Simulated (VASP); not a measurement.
# SnO (P4/nmm) in VASP: further runs

SnO is run at these levels: LDA; tasks: single point.

Program: VASP 6.6.1. These are calculated values, not measurements. Logs are shortened: lines on timing, memory, paths and dates and some standing lists are left out, and cuts for length are marked.

## Step 1: The cell of the first run

It takes space group P4/nmm (No. 129, tetragonal). Conventional cell: a = 3.709 Å, b = 3.709 Å, c = 4.889 Å, α = 90.00°, β = 90.00°, γ = 90.00°. Sn (site symmetry 4mm) has 4 O at 2.21 Å within 2.9 Å. Within 2.9 Å of O (site symmetry -4m2) lie 4 Sn at 2.21 Å and 4 O at 2.62 Å.

## Step 2: Single point, LDA

Contents of INCAR:

```
SYSTEM = SnO
PREC = Accurate
ENCUT = 520
EDIFF = 1E-7
ISMEAR = 0
SIGMA = 0.15
LREAL = .FALSE.
LASPH = .TRUE.
NELM = 60
ALGO = Normal
ISIF = 2
LWAVE = .FALSE.
LCHARG = .FALSE.
NBANDS = 28
```

Contents of KPOINTS:

```
regular mesh
0
G
  10 10 8
  0 0 0
```

Contents of POSCAR:

```
SnO
1.0
    3.7093000000      0.0000000000      0.0000000000
    0.0000000000      3.7093000000      0.0000000000
    0.0000000000      0.0000000000      4.8890000000
Sn O
2 2
Direct
    0.0000000000      0.5000000000      0.2455950842
    0.5000000000      0.0000000000      0.7544049158
    0.0000000000      0.0000000000      0.0000000000
    0.5000000000      0.5000000000      0.0000000000
```

Potentials or basis: VASP PAW LDA potentials, release 64 (Sn_d, O).

Command:

```bash
$ cat potpaw_LDA.64/Sn_d/POTCAR potpaw_LDA.64/O/POTCAR > POTCAR
$ mpirun -np 1 vasp_std > vasp.out
```

OUTCAR:

```text
SYSTEM = SnO
   PREC = Accurate
   ENCUT = 520
   EDIFF = 1E-7
   ISMEAR = 0
   LREAL = .FALSE.
   LASPH = .TRUE.
   NELM = 60
   ISIF = 2

 ion  position               nearest neighbor table
   1  0.000  0.500  0.246-   3 2.21   4 2.21   3 2.21   4 2.21   2 3.56   2 3.56   2 3.56   2 3.56
                             2 3.61   2 3.61   2 3.61   2 3.61
   2  0.500  0.000  0.754-   3 2.21   4 2.21   4 2.21   3 2.21   1 3.56   1 3.56   1 3.56   1 3.56
                             1 3.61   1 3.61   1 3.61   1 3.61
   3  0.000  0.000  0.000-   1 2.21   2 2.21   1 2.21   2 2.21
   4  0.500  0.500  0.000-   1 2.21   2 2.21   2 2.21   1 2.21

  LATTYP: Found a simple tetragonal cell.
 ALAT       =     3.7093000000
 C/A-ratio  =     1.3180384439

  Lattice vectors:

 A1 = (   3.7093000000,   0.0000000000,   0.0000000000)
 A2 = (   0.0000000000,   3.7093000000,   0.0000000000)
 A3 = (   0.0000000000,   0.0000000000,   4.8890000000)

Analysis of symmetry for initial positions (statically):
=====================================================================
 Subroutine PRICEL returns:
 Original cell was already a primitive cell.

 Routine SETGRP: Setting up the symmetry group for a
 simple tetragonal supercell.

 Subroutine GETGRP returns: Found 16 space group operations
 (whereof  8 operations were pure point group operations)
 out of a pool of 16 trial point group operations.

The static configuration has the point symmetry D_2d.
 The point group associated with its full space group is D_4h.

Analysis of symmetry for dynamics (positions and initial velocities):
=====================================================================
 Subroutine PRICEL returns:
 Original cell was already a primitive cell.

 Routine SETGRP: Setting up the symmetry group for a
 simple tetragonal supercell.

 Subroutine GETGRP returns: Found 16 space group operations
 (whereof  8 operations were pure point group operations)
 out of a pool of 16 trial point group operations.

The dynamic configuration has the point symmetry D_2d.
 The point group associated with its full space group is D_4h.

 Subroutine INISYM returns: Found 16 space group operations
 (whereof  8 operations are pure point group operations),
 and found     1 'primitive' translations

----------------------------------------------------------------------------------------

                                     Primitive cell

  volume of cell :      67.2673

  direct lattice vectors                    reciprocal lattice vectors
     3.709300000  0.000000000  0.000000000     0.269592646  0.000000000  0.000000000
     0.000000000  3.709300000  0.000000000     0.000000000  0.269592646  0.000000000
     0.000000000  0.000000000  4.889000000     0.000000000  0.000000000  0.204540806

  length of vectors
     3.709300000  3.709300000  4.889000000     0.269592646  0.269592646  0.204540806

  position of ions in fractional coordinates (direct lattice)
     0.000000000  0.500000000  0.245595084
     0.500000000  0.000000000  0.754404916
     0.000000000  0.000000000  0.000000000
     0.500000000  0.500000000  0.000000000

  ion indices of the primitive-cell ions
   primitive index   ion index
                 1           1
                 2           2
                 3           3
                 4           4

----------------------------------------------------------------------------------------

 KPOINTS: regular mesh

Automatic generation of k-mesh.
 Grid dimensions read from file:
 generate k-points for:   10   10    8

 Generating k-lattice:

  Cartesian coordinates                     Fractional coordinates (reciprocal lattice)
     0.026959265  0.000000000  0.000000000     0.100000000  0.000000000  0.000000000
     0.000000000  0.026959265  0.000000000     0.000000000  0.100000000  0.000000000
     0.000000000  0.000000000  0.025567601     0.000000000  0.000000000  0.125000000

  Length of vectors
     0.026959265  0.026959265  0.025567601

  Shift w.r.t. Gamma in fractional coordinates (k-lattice)
     0.000000000  0.000000000  0.000000000

 Subroutine IBZKPT returns following result:
 ===========================================

 Found    105 irreducible k-points:

 Following reciprocal coordinates:
            Coordinates               Weight
  0.000000  0.000000  0.000000      1.000000
  0.100000  0.000000  0.000000      4.000000
  0.200000  0.000000  0.000000      4.000000
  0.300000  0.000000  0.000000      4.000000
  0.400000  0.000000  0.000000      4.000000
  0.500000  0.000000  0.000000      2.000000
[... 16 lines left out ...]
  0.100000  0.000000  0.125000      8.000000
  0.200000  0.000000  0.125000      8.000000
 [... further k-points ...]
   k-points           NKPTS =    105   k-points in BZ     NKDIM =    105   number of bands    NBANDS=     28
   number of dos      NEDOS =    301   number of ions     NIONS =      4
   total plane-waves  NPLWV =  28224
   dimension x,y,z NGX =    28 NGY =   28 NGZ =   36
   dimension x,y,z NGXF=    56 NGYF=   56 NGZF=   72
   ions per type =               2   2
   NGX,Y,Z   is equivalent  to a cutoff of  12.55, 12.55, 12.24 a.u.
   NGXF,Y,Z  is equivalent  to a cutoff of  25.10, 25.10, 24.48 a.u.
 SYSTEM =  SnO
   PREC   = accura    normal or accurate (medium, high low for compatibility)
   ISTART =      0    job   : 0-new  1-cont  2-samecut
   ICHARG =      2    charge: 1-file 2-atom 10-const
   ISPIN  =      1    spin polarized calculation?
   LNONCOLLINEAR =      F non collinear calculations
   LSORBIT =      F    spin-orbit coupling
   LASPH  =      T    aspherical Exc in radial PAW
   ENCUT  =  520.0 eV  38.22 Ry    6.18 a.u.   6.90  6.90  9.09*2*pi/ulx,y,z
   NELM   =     60;   NELMIN=  2; NELMDL= -5     # of ELM steps
   EDIFF  = 0.1E-06   stopping-criterion for ELM
   LREAL  =      F    real-space projection
   EDIFFG = 0.1E-05   stopping-criterion for IOM
   NSW    =      0    number of steps for IOM
   IBRION =     -1    ionic relax: 0-MD 1-quasi-New 2-CG
   NFREE  =      0    steps in history (QN), initial steepest desc. (CG)
   ISIF   =      2    stress and relaxation
   ISYM   =      2    0-nonsym 1-usesym 2-fastsym
   POTIM  = 0.5000    time-step for ionic-motion
   TEBEG  =    0.0;   TEEND  =   0.0 temperature during run
   PSTRESS=    0.0 pullay stress
   NELECT =      40.0000    total number of electrons
   NUPDOWN=      -1.0000    fix difference up-down
   EMIN   =  10.00;   EMAX   =-10.00  energy-range for DOS
   EFERMI =   0.00;   METHOD = LEGACY
   ISMEAR =     0;   SIGMA  =   0.15  broadening in eV -4-tet -1-fermi 0-gaus
   EFERMI_NEDOS =   21; number of points for ismear=-14 and -15
   IALGO  =     38    algorithm
   IMIX   =      4    mixing-type and parameters
     AMIX     =   0.40;   BMIX     =  1.00
     AMIX_MAG =   1.60;   BMIX_MAG =  1.00
  volume/ion in A,a.u.               =      16.82       113.49
  Fermi-wavevector in a.u.,A,eV,Ry     =   1.376660  2.601511 25.785681  1.895194
  Thomas-Fermi vector in A             =   2.501885
   LORBIT       =      0    0 simple, 1 ext, 2 COOP (PROOUT), +10 PAW based schemes
   GGA     = CA    functional components
   LHFCALC =     F    Hartree Fock is set to
   AEXX    =    0.0000 exact exchange contribution
   IVDW    =     0    specifies the selected vdW correction
   LEPSILON=     F    determine dielectric tensor
   LRPA    =     F    only Hartree local field effects (RPA)
 non-spin polarized calculation
 Gauss-broadening in eV      SIGMA  =   0.15
  energy-cutoff  :      520.00
  volume of cell :       67.27
 maximum number of plane-waves:      1830
 NGX is ok and might be reduce to    28
   NGX = 13   NGY = 13   NGZ = 19

 number of electron      40.0000000 magnetization

 Free energy of the ion-electron system (eV)
  ---------------------------------------------------
  ext. energy  EPLUGINS =         0.00000000
  ---------------------------------------------------
  free energy    TOTEN  =       -25.68825001 eV

  energy without entropy =      -25.68533025  energy(sigma->0) =      -25.68679013

 E-fermi :   7.5271     XC(G=0): -10.8863

 val. band max:        7.4275845266   @ k =   0.0000   0.0000   0.1250
 cond. band min:       7.5399183907   @ k =   0.1000   0.1000   0.0000
 fundamental gap:      0.1123338640
 Fermi energy:         7.5271140772

 k-point     1 :       0.0000    0.0000    0.0000
  band No.  band energies     occupation
      1     -14.5809      2.00000
      2     -14.1635      2.00000
      3     -14.1432      2.00000
      4     -14.1432      2.00000
      5     -14.0890      2.00000
      6     -14.0789      2.00000
[... 20 lines left out ...]
     27      14.0180      0.00000
     28      14.4281      0.00000

 k-point     2 :       0.1000    0.0000    0.0000
  band No.  band energies     occupation
      1     -14.5757      2.00000
      2     -14.1601      2.00000
      3     -14.1427      2.00000
      4     -14.1400      2.00000
      5     -14.0900      2.00000
      6     -14.0742      2.00000
[... 20 lines left out ...]
     27      14.2027      0.00000
     28      15.3633      0.00000

 k-point     3 :       0.2000    0.0000    0.0000
  band No.  band energies     occupation
      1     -14.5615      2.00000
      2     -14.1905      2.00000
      3     -14.1401      2.00000
      4     -14.1309      2.00000
      5     -14.1228      2.00000
      6     -14.0926      2.00000
[... 20 lines left out ...]
     27      14.4163      0.00000
     28      17.1277      0.00000

 k-point     4 :       0.3000    0.0000    0.0000
  band No.  band energies     occupation
      1     -14.5400      2.00000
      2     -14.2968      2.00000
      3     -14.1340      2.00000
      4     -14.1187      2.00000
      5     -14.1179      2.00000
      6     -14.0953      2.00000
[... 578 lines left out ...]
     27      13.9289      0.00000
     28      14.5398      0.00000

 k-point    23 :       0.1000    0.0000    0.1250
  band No.  band energies     occupation
      1     -14.5730      2.00000
      2     -14.1640      2.00000
      3     -14.1387      2.00000
      4     -14.1368      2.00000
      5     -14.0874      2.00000
      6     -14.0717      2.00000
[... 20 lines left out ...]
     27      14.1928      0.00000
     28      15.4068      0.00000

 k-point    24 :       0.2000    0.0000    0.1250
  band No.  band energies     occupation
      1     -14.5598      2.00000
      2     -14.1989      2.00000
      3     -14.1346      2.00000
      4     -14.1312      2.00000
      5     -14.1230      2.00000
      6     -14.0884      2.00000
[... 20 lines left out ...]
     27      14.5156      0.00000
     28      17.0933      0.00000

 [... further k-points ...]

------------------------ aborting loop because EDIFF is reached ----------------------------------------

  FORCE on cell =-STRESS in cart. coord.  units (eV):
  Direction    XX          YY          ZZ          XY          YZ          ZX
  --------------------------------------------------------------------------------------
  -------------------------------------------------------------------------------------
  Total        0.4880760      0.4880760     -1.7052345      0.0000000     -0.0000000      0.0000000
  in kB       11.6250295     11.6250295    -40.6154008      0.0000000     -0.0000000      0.0000000
  external PRESSURE =      -5.7884473 kB  Pullay stress =       0.0000000 kB

 VOLUME and BASIS-vectors are now :
 -----------------------------------------------------------------------------
  energy-cutoff  :      520.00
  volume of cell :       67.27
      direct lattice vectors                 reciprocal lattice vectors
     3.709300000  0.000000000  0.000000000     0.269592646  0.000000000  0.000000000
     0.000000000  3.709300000  0.000000000     0.000000000  0.269592646  0.000000000
     0.000000000  0.000000000  4.889000000     0.000000000  0.000000000  0.204540806

 POSITION                                       TOTAL-FORCE (eV/Angst)
 -----------------------------------------------------------------------------------
      0.00000      1.85465      1.20071        -0.000000     -0.000000     -0.472754
      1.85465      0.00000      3.68829         0.000000     -0.000000      0.472754
      0.00000      0.00000      0.00000        -0.000000     -0.000000      0.000000
      1.85465      1.85465      0.00000        -0.000000      0.000000      0.000000
 -----------------------------------------------------------------------------------
    total drift:                                0.000000      0.000000      0.000000

  FREE ENERGIE OF THE ION-ELECTRON SYSTEM (eV)
  ---------------------------------------------------
  free  energy   TOTEN  =       -25.6882500143 eV

  energy  without entropy=      -25.6853302487  energy(sigma->0) =      -25.68679013
```

Run time: 1.8 min. Hardware: 1 thread of AMD EPYC 9R45 (Zen 5), shared host; peak memory 0.23 GiB.

What came out:

- Free energy: -25.6883 eV
- Pressure: -0.6 GPa
- Largest force: 0.473 eV/Å
- Band gap on the k mesh: zero (band 20 reaches 7.62 eV, above the bottom of band 21 at 7.16 eV)

Forces in eV/Å, atoms in the order of the input:
```
Sn   0.000  0.000 -0.473
Sn   0.000  0.000  0.473
O    0.000  0.000  0.000
O    0.000  0.000  0.000
```

Caveat: spin-orbit coupling is left out, which moves the levels of the heavy elements.

## Step 3: Single point, LDA

This run uses another cell than the first one, of 16.92 Å³/atom, 1.006 times its volume.

Contents of INCAR:

```
PREC     = Accurate       # precision mode
ENCUT    = 520            # plane-wave cutoff, eV
EDIFF    = 1E-7           # SCF threshold, eV
ISMEAR   = 0              # smearing method
SIGMA    = 0.15           # smearing width, eV
LREAL    = False          # projectors in reciprocal space
LASPH    = True           # aspherical terms in the spheres
NELM     = 60             # most SCF steps
ALGO     = Normal         # electronic algorithm
ISIF     = 2              # what is computed and relaxed
LWAVE    = False          # write WAVECAR
LCHARG   = False          # write CHGCAR
NBANDS   = 28             # bands
```

Contents of KPOINTS:

```
Automatic mesh
0
Gamma
  10 10 8
```

Contents of POSCAR:

```
SnO
1.0
    3.7657594054      0.0000000000      0.0000000000
    0.0000000000      3.7657594054      0.0000000000
    0.0000000000      0.0000000000      4.7726000000
Sn O
2 2
Direct
    0.0000000000      0.5000000000      0.2455950842
    0.5000000000      0.0000000000      0.7544049158
    0.0000000000      0.0000000000      0.0000000000
    0.5000000000      0.5000000000      0.0000000000
```

Potentials or basis: VASP PAW LDA potentials, release 64 (Sn_d, O).

Command:

```bash
$ cat potpaw_LDA.64/Sn_d/POTCAR potpaw_LDA.64/O/POTCAR > POTCAR
$ mpirun -np 1 vasp_std > vasp.out
```

Wall time 93 s (1 thread of AMD EPYC 9R45 (Zen 5), shared host); peak memory 0.23 GiB.

It converged, with:

```yaml
Free_energy: -25.7222 eV
Pressure: -1.7 GPa
Largest_force: 0.323 eV/Å
Band_gap_on_the_k_mesh: zero (band 20 reaches 7.35 eV, above the bottom of band 21 at 7.10 eV)
```

Forces in eV/Å, atoms in the order of the input:
```
Sn   0.000  0.000 -0.323
Sn   0.000  0.000  0.323
O    0.000  0.000  0.000
O    0.000  0.000  0.000
```

Stress tensor (GPa, compression positive):
```
-1.21  0.00  0.00
 0.00 -1.21  0.00
 0.00  0.00 -2.70
```

Levels at points of the mesh, in eV from the Fermi level:
| k point | band 18 | band 19 | band 20 | band 21 | band 22 | band 23 |
| --- | --- | --- | --- | --- | --- | --- |
| (0.00, 0.00, 0.00) | -3.23 | -3.23 | -0.02 | 2.18 | 4.40 | 4.43 |
| (0.50, 0.00, 0.00) | -4.98 | -2.99 | -2.99 | 3.12 | 3.12 | 5.74 |
| (0.50, 0.50, 0.00) | -2.55 | -2.08 | -2.08 | -0.27 | -0.27 | 4.21 |
| (0.00, 0.00, 0.50) | -3.25 | -3.06 | -2.47 | 1.61 | 2.63 | 2.63 |
| (0.50, 0.00, 0.50) | -4.94 | -1.92 | -1.92 | 2.53 | 2.53 | 5.21 |
| (0.50, 0.50, 0.50) | -2.96 | -2.56 | -2.56 | 2.09 | 2.09 | 4.03 |

Caveat: spin-orbit coupling is left out, which moves the levels of the heavy elements.

## Step 4: Single point, LDA

This run uses another cell than the first one, of 17.01 Å³/atom, 1.011 times its volume.

Contents of INCAR:

```
SYSTEM = SnO
PREC = Accurate
ENCUT = 520
EDIFF = 1E-6
ISMEAR = 0
SIGMA = 0.15
LREAL = .False.
LASPH = .True.
NELM = 100
ALGO = Normal
ISIF = 2
LWAVE = .False.
LCHARG = .False.
GGA = CA
NBANDS = 28
```

Contents of KPOINTS:

```
Automatic mesh
0
Gamma
  10 10 8
  0 0 0
```

Contents of POSCAR:

```
SnO
1.0
    3.8222000000      0.0000000000      0.0000000000
    0.0000000000      3.8222000000      0.0000000000
    0.0000000000      0.0000000000      4.6562290729
Sn O
2 2
Direct
    0.0000000000      0.5000000000      0.2455950842
    0.5000000000      0.0000000000      0.7544049158
    0.0000000000      0.0000000000      0.0000000000
    0.5000000000      0.5000000000      0.0000000000
```

Command:

```bash
$ cat potpaw_LDA.64/Sn_d/POTCAR potpaw_LDA.64/O/POTCAR > POTCAR
$ mpirun -np 1 vasp_std > vasp.out
```

Wall time 92 s (1 thread of AMD EPYC 9R45 (Zen 5), shared host); peak memory 0.24 GiB.

The run converged. Its results:

```yaml
Free_energy: -25.7155 eV
Pressure: -2.7 GPa
Largest_force: 0.202 eV/Å
Band_gap_on_the_k_mesh: zero (band 20 reaches 7.09 eV, above the bottom of band 21 at 7.06 eV)
```

Forces in eV/Å, atoms in the order of the input:
```
Sn   0.000  0.000 -0.202
Sn   0.000  0.000  0.202
O    0.000  0.000  0.000
O    0.000  0.000  0.000
```

Stress tensor (GPa, compression positive):
```
-3.36  0.00  0.00
 0.00 -3.36  0.00
 0.00  0.00 -1.53
```

Levels at points of the mesh, in eV from the Fermi level:
| k point | band 18 | band 19 | band 20 | band 21 | band 22 | band 23 |
| --- | --- | --- | --- | --- | --- | --- |
| (0.00, 0.00, 0.00) | -3.23 | -3.23 | -0.14 | 2.12 | 4.44 | 4.44 |
| (0.50, 0.00, 0.00) | -4.92 | -2.77 | -2.77 | 3.29 | 3.29 | 5.72 |
| (0.50, 0.50, 0.00) | -2.56 | -1.89 | -1.89 | -0.13 | -0.13 | 4.49 |
| (0.00, 0.00, 0.50) | -3.25 | -2.91 | -2.09 | 1.41 | 2.62 | 2.62 |
| (0.50, 0.00, 0.50) | -4.87 | -1.72 | -1.72 | 2.72 | 2.72 | 5.14 |
| (0.50, 0.50, 0.50) | -2.88 | -2.56 | -2.56 | 2.32 | 2.32 | 4.29 |

Caveat: spin-orbit coupling is left out, which moves the levels of the heavy elements.

## Step 5: Summary

```csv
cell,gap on the mesh (eV),pressure (GPa),largest force (eV/Å)
"a = 3.709, b = 3.709, c = 4.889 Å, 4 atoms",none,-0.6,0.47
"a = 3.766, b = 3.766, c = 4.773 Å, 4 atoms",none,-1.7,0.32
"a = 3.822, b = 3.822, c = 4.656 Å, 4 atoms",none,-2.7,0.20
```

Alike in all rows: task single point; level LDA; potentials or basis VASP PAW LDA potentials, release 64 (Sn_d, O); no spin polarisation; k mesh 10 × 10 × 8; cutoff (eV) 520; smearing gaussian 0.15 eV.

Caveats: spin-orbit coupling is left out, which moves the levels of the heavy elements.

Absolute energies hang on the potentials; compare differences alone.
